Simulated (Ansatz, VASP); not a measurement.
Cu in VASP and in Ansatz

```
CELL_PARAMETERS angstrom
0.00000 1.80750 1.80750
1.80750 0.00000 1.80750
1.80750 1.80750 0.00000
ATOMIC_POSITIONS crystal
Cu 0.00000 0.00000 0.00000
```

Alike in both runs: task single point; functional r2SCAN; k mesh 10 × 10 × 10; occupations fermi-dirac, width 0.05 eV; no spin polarisation.

```csv
,VASP,Ansatz
version,VASP 6.6.1,Ansatz 0.2.0
potentials or method,"VASP PAW PBE potentials, release 64 (Cu)","plane waves, PAW"
plane-wave cutoff (eV),660,500
valence electrons in the cell,11,19
```

|  | VASP | Ansatz | Ansatz less VASP |
| --- | --- | --- | --- |
| pressure (GPa) | -4.3 | -4.7 | -0.47 |

VASP's potentials were made for PBE, not for r2SCAN. VASP's potentials hold 11 valence electrons a cell and Ansatz's 19, so a difference there can come from the potentials and not from the codes. Ansatz's warnings: stress scf threshold loose.
